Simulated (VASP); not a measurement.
Crystal: Ti.

```
Ti
1.0
    -1.82718    1.82718    1.29182
     1.82718   -1.82718    1.29182
     1.82718    1.82718   -1.29182
Ti
1
Direct
  0.00000 0.00000 0.00000
```

This cell differs from its parent crystal: ratio of the length along z to the lengths across it x 0.707, volume and fractional coordinates fixed.

Base run:

```yaml
Program: VASP 6.6.1
Functional: PBE
Potentials_or_basis: VASP PAW PBE potentials, release 64 (Ti_sv)
Cutoff: 520 eV
k_mesh: 28 × 28 × 28
Occupations: gaussian, width 0.15 eV
Spin: no spin polarisation
```

Its results: band gap on the k mesh zero (bands 6 and 7 overlap by 0.69 eV); pressure 0.3 GPa.

Question: The run is repeated on the same cell with these changes: further incar settings from ALGO = Fast; EDIFF = 1e-07; NBANDS = 12 to ALGO = Fast; EDIFF = 1e-06; NBANDS = 12; dispersion from none to D3(BJ). What comes out?

Answer: Band gap on the k mesh zero (bands 6 and 7 overlap by 0.69 eV); pressure -5.5 GPa.

Caveats: the cell stands under tension (at least some runs).
